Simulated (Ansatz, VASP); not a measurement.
# Two plane-wave programs on SiO2

```
Si O
1.0
    -2.37405    2.37405    3.74400
     2.37405   -2.37405    3.74400
     2.37405    2.37405   -3.74400
Si O
2 4
Direct
  0.00000 0.00000 0.00000
  0.75000 0.25000 0.50000
  0.99838 0.62500 0.87338
  0.37500 0.24838 0.37338
  0.75162 0.12500 0.12662
  0.87500 0.00162 0.62662
```

Alike in both runs: task relaxation of cell and atoms; functional PBE; k mesh 8 × 8 × 8; occupations gaussian, width 0.02 eV; no spin polarisation.

|  | VASP | Ansatz |
| --- | --- | --- |
| version | VASP 6.6.1 | Ansatz 0.2.0 |
| potentials or method | VASP PAW PBE potentials, release 64 (Si, O), cutoff 600 eV | scalar-relativistic, plane waves, PAW |
| valence electrons in the cell | 32 | 32 |

|  | VASP | Ansatz | Ansatz less VASP |
| --- | --- | --- | --- |
| gap on the k mesh at the Fermi level, each at its own relaxed structure (eV) | 5.73 | 5.73 | +0.006 |
| relaxed volume (Å³/atom) | 15.58 | 15.54 | -0.035 |
| relaxed length of the cell vector where the two differ most in proportion (Å) | 5.126 | 5.123 | -0.0022 |
